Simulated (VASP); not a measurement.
Here is a VASP 6.6.1 calculation.

File INCAR:

```
ALGO = Normal
EDIFF = 1E-6
ENCUT = 520
GGA = PE
ISIF = 2
ISMEAR = 1
LASPH = T
LCHARG = F
LREAL = F
LWAVE = F
NBANDS = 12
NELM = 100
PREC = Accurate
SIGMA = 0.1
```

KPOINTS

```
k-points
0
Gamma
  14 14 14
```

File POSCAR:

```
Cu
1.0
    0.0000000000      1.8487274876      1.8487274876
    1.8487274876      0.0000000000      1.8487274876
    1.8487274876      1.8487274876      0.0000000000
Cu
1
Direct
    0.0000000000      0.0000000000      0.0000000000
```

Potentials or basis: VASP PAW PBE potentials, release 64 (Cu).

Command:

```console
$ cat potpaw_PBE.64/Cu/POTCAR > POTCAR
$ mpirun -np 1 vasp_std > vasp.out
```

Question: What does it give for the pressure?

Answer: -6.3 GPa.
